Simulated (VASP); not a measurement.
Write the native input for VASP 6.6.1 that does the following.

```
Task                   : single point
Functional             : PBE
Potentials or basis    : VASP PAW PBE potentials, release 64 (K_sv, Ir)
Cutoff                 : 520 eV
k mesh                 : 12 × 12 × 12
Occupations            : gaussian, width 0.1 eV
Spin                   : no spin polarisation
Dipole correction      : no
Further INCAR settings : ALGO = Fast; EDIFF = 1e-06; NBANDS = 26
```

The structure of KIr3 lies in POSCAR:

```
KIr3
1.0
    4.0681781388      0.0000000000      0.0000000000
    0.0000000000      4.0681781388      0.0000000000
    0.0000000000      0.0000000000      4.0681781388
K Ir
1 3
Direct
    0.0000000000      0.0000000000      0.0000000000
    0.0000000000      0.5000000000      0.5000000000
    0.5000000000      0.0000000000      0.5000000000
    0.5000000000      0.5000000000      0.0000000000
```

These files were run (other wordings do the same):

INCAR

```
ALGO     = Fast           # electronic algorithm
EDIFF    = 1E-6           # SCF threshold, eV
ENCUT    = 520            # plane-wave cutoff, eV
GGA      = PE             # functional
ISIF     = 2              # what is computed and relaxed
ISMEAR   = 0              # smearing method
LASPH    = T              # aspherical terms in the spheres
LCHARG   = F              # write CHGCAR
LREAL    = F              # projectors in reciprocal space
LWAVE    = F              # write WAVECAR
NBANDS   = 26             # bands
NELM     = 100            # most SCF steps
PREC     = Accurate       # precision mode
SIGMA    = 0.1            # smearing width, eV
```

KPOINTS

```
k-points
0
Gamma
  12 12 12
```

Potentials or basis: VASP PAW PBE potentials, release 64 (K_sv, Ir).

The run is started by

```bash
$ cat potpaw_PBE.64/K_sv/POTCAR potpaw_PBE.64/Ir/POTCAR > POTCAR
$ mpirun -np 1 vasp_std > vasp.out
```

It gave:

| Item | Value |
| --- | --- |
| Pressure | 0.7 GPa |
| Band gap on the k mesh | zero (band 18 reaches 7.65 eV, above the bottom of band 19 at 5.51 eV) |

Caveat: spin-orbit coupling is left out, which moves the levels of the heavy elements.

Run time: 3.5 min on 1 thread of Oxide Virtual Turin-like Processor (shared host), peak memory 0.22 GiB.
